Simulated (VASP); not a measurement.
Runs of VASP 6.6.1 on ScAl2. The structure is that of space group Fd-3m (No. 227), or close to it. The cells are those of the table. 

```csv
cell,k mesh,smearing,gap on the mesh (eV),pressure (GPa)
"a = 5.342 Å, angles 60.0°, 6 atoms",8 × 8 × 8,gaussian 0.15 eV,none,0.0
"a = 5.177 Å, angles 60.0°, 6 atoms",8 × 8 × 8,gaussian 0.1 eV,none,10.8
"a = 4.643 Å, angles 60.0°, 6 atoms",10 × 10 × 10,gaussian 0.1 eV,none,90.8
"a = 5.325 Å, angles 60.0°, 6 atoms",8 × 8 × 8,gaussian 0.1 eV,none,1.0
"a = 5.363 Å, angles 60.0°, 6 atoms",8 × 8 × 8,gaussian 0.1 eV,none,(a)
"a = 5.162 Å, angles 60.0°, 6 atoms",8 × 8 × 8,gaussian 0.1 eV,none,(b)
"a = 5.273 Å, angles 60.0°, 6 atoms",8 × 8 × 8,gaussian 0.1 eV,none,4.1
"a = 5.342 Å, angles 60.0°, 6 atoms",8 × 8 × 8,gaussian 0.1 eV,none,0.0
```

Alike in all rows: task single point; level r2SCAN; potentials or basis VASP PAW PBE potentials, release 64 (Sc_sv, Al); no spin polarisation; cutoff (eV) 520.

Q: Fill in the values left out.

A: (a) -1.0; (b) 12.0.

Caveats: the PAW data sets were made with another functional, which shifts forces and pressure a little.

A gap of «none» marks levels without a gap at the run's occupations.
